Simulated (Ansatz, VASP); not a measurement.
# H: VASP beside Ansatz

File INCAR:

```
SYSTEM = H
PREC = Accurate
ENCUT = 520
EDIFF = 1E-6
ISMEAR = 0
SIGMA = 0.05
LREAL = .False.
LASPH = .True.
NELM = 60
ALGO = Normal
ISIF = 2
LWAVE = .False.
LCHARG = .False.
NBANDS = 10
```

File KPOINTS:

```
Automatic mesh
0
Gamma
  6 6 6
  0 0 0
```

Contents of POSCAR:

```
H
1.0
    2.5841291592     -2.5284012445      0.0000000000
    2.5841291592      2.5284012445      0.0000000000
    0.0000000000      0.0000000000      4.1418180000
H
4
Direct
    0.9532956300      0.0467043700      0.0685088900
    0.4532956300      0.5467043700      0.4314911100
    0.5467043700      0.4532956300      0.5685088900
    0.0467043700      0.9532956300      0.9314911100
```

Input for Ansatz:

```yaml
crystal:
  lattice:
    - [2.5841291592, -2.5284012445, 0.0]
    - [2.5841291592, 2.5284012445, 0.0]
    - [0.0, 0.0, 4.141818]
  atoms:
    - { symbol: H, position: [0.95329563, 0.04670437, 0.06850889] }
    - { symbol: H, position: [0.45329563, 0.54670437, 0.43149111] }
    - { symbol: H, position: [0.54670437, 0.45329563, 0.56850889] }
    - { symbol: H, position: [0.04670437, 0.95329563, 0.93149111] }
basis:
  ecutwfc: 420
kpoints:
  mp_grid: { grid: [6, 6, 6] }
hamiltonian:
  xc: lda
scf:
  occupations: { method: gaussian, width: 0.05 }
output:
  forces: true
  stress: true
  eigenvalues: true
```

Change from the starting cell: strain -0.0150 x Voigt [1, 1, 0, 0, 0, 0], atoms carried along.

Alike in both runs: task single point; functional LDA; k mesh 6 × 6 × 6; occupations gaussian, width 0.05 eV; no spin polarisation.

```csv
,VASP,Ansatz
version,VASP 6.6.1,Ansatz 0.2.0
potentials or method,"VASP PAW LDA potentials, release 64 (H), cutoff 520 eV","scalar-relativistic, plane waves, PAW"
valence electrons in the cell,4,4
```

|  | VASP | Ansatz | Ansatz less VASP |
| --- | --- | --- | --- |
| gap on the k mesh at the Fermi level (eV) | 8.69 | 8.69 | +0.006 |
| least direct gap on the mesh (eV) | 9.38 | 9.38 | +0.005 |
| pressure (GPa) | 0.8 | 1.0 | +0.16 |
| traceless stress, the component that is largest in VASP (GPa) | -1.56 | -1.56 | -0.001 |
| rms of the force components (eV/Å) | 0.636 | 0.631 | -0.0050 |

LDA's correlation is that of Perdew and Zunger in VASP and of Perdew and Wang (1992) in Ansatz. Atom by atom the forces differ by 0.005 eV/Å (rms over components).
